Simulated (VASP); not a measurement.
Write the native input for VASP 6.6.1 that does the following.

```yaml
Task: single point
Functional: r2SCAN
Potentials_or_basis: VASP PAW PBE potentials, release 64 (Al)
Cutoff: 550 eV
k_mesh: 9 × 9 × 9
Occupations: fermi-dirac, width 0.1 eV
Spin: no spin polarisation
Dipole_correction: no
Further_INCAR_settings: ALGO = Normal; EDIFF = 1e-06; NBANDS = 8
```

The system is Al.

```xyz
1
Lattice="0.0000 1.9978 1.9978 1.9978 0.0000 1.9978 1.9978 1.9978 0.0000" Properties=species:S:1:pos:R:3 pbc="T T T"
Al    0.0000    0.0000    0.0000
```

The input as run:

POSCAR

```
Al
1.0
    0.0000000000      1.9978487904      1.9978487904
    1.9978487904      0.0000000000      1.9978487904
    1.9978487904      1.9978487904      0.0000000000
Al
1
Direct
    0.0000000000      0.0000000000      0.0000000000
```

INCAR.step1

```
SYSTEM = Al
PREC = Accurate
ENCUT = 550
ISMEAR = -1
SIGMA = 0.1
LREAL = .FALSE.
LASPH = .TRUE.
NELM = 120
NBANDS = 8
GGA = PE
ALGO = Normal
EDIFF = 1E-5
LWAVE = .TRUE.
LCHARG = .FALSE.
GGA_COMPAT = .FALSE.
```

INCAR.step2

```
SYSTEM = Al
PREC = Accurate
ENCUT = 550
EDIFF = 1E-6
ISMEAR = -1
SIGMA = 0.1
LREAL = .FALSE.
LASPH = .TRUE.
NELM = 120
ALGO = Normal
ISIF = 2
LWAVE = .FALSE.
LCHARG = .FALSE.
METAGGA = R2SCAN
LMIXTAU = .TRUE.
NBANDS = 8
ISTART = 1
GGA_COMPAT = .FALSE.
```

KPOINTS

```
regular mesh
0
G
  9 9 9
  0 0 0
```

Potentials or basis: VASP PAW PBE potentials, release 64 (Al).

The run is started by

```sh
$ cat potpaw_PBE.64/Al/POTCAR > POTCAR
$ cp INCAR.step1 INCAR
$ mpirun -np 1 vasp_std > vasp.out
$ cp INCAR.step2 INCAR
$ mpirun -np 1 vasp_std > vasp.out
```

Results of the run:

```json
{
 "Pressure": "-0.3 GPa",
 "Band gap on the k mesh": "zero (an odd number of electrons rules out a gap without spin polarisation)"
}
```

Caveat: the PAW data sets were made with another functional, which shifts forces and pressure a little.

Run time: 11 s on 1 thread of Intel(R) Xeon(R) Platinum 8488C (Sapphire Rapids), on a shared host, peak memory 0.13 GiB.
